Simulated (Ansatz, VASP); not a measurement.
# SrO in VASP and in Ansatz

```
Sr O
1.0
     0.00000    2.53585    2.53585
     2.53585    0.00000    2.53585
     2.53585    2.53585    0.00000
Sr O
1 1
Cartesian
  2.5359 2.5359 2.5359
  0.0000 0.0000 0.0000
```

Alike in both runs: task single point; functional BLYP; dispersion D3(BJ); k mesh 8 × 8 × 8; occupations gaussian, width 0.05 eV; no spin polarisation.

|  | VASP | Ansatz |
| --- | --- | --- |
| version | VASP 6.6.1 | Ansatz 0.2.0 |
| potentials or method | VASP PAW PBE potentials, release 64 (Sr_sv, O), cutoff 520 eV | scalar-relativistic, plane waves, PAW |
| valence electrons in the cell | 16 | 16 |

Ansatz gave:

- gap on the k mesh at the Fermi level (eV): 3.43
- least direct gap on the mesh (eV): 3.48
- pressure (GPa): 4.1

Q: What did VASP give for the same quantities?

A: gap on the k mesh at the Fermi level (eV): 3.37; least direct gap on the mesh (eV): 3.42; pressure (GPa): 4.9.

VASP's potentials were made for PBE, not for BLYP.
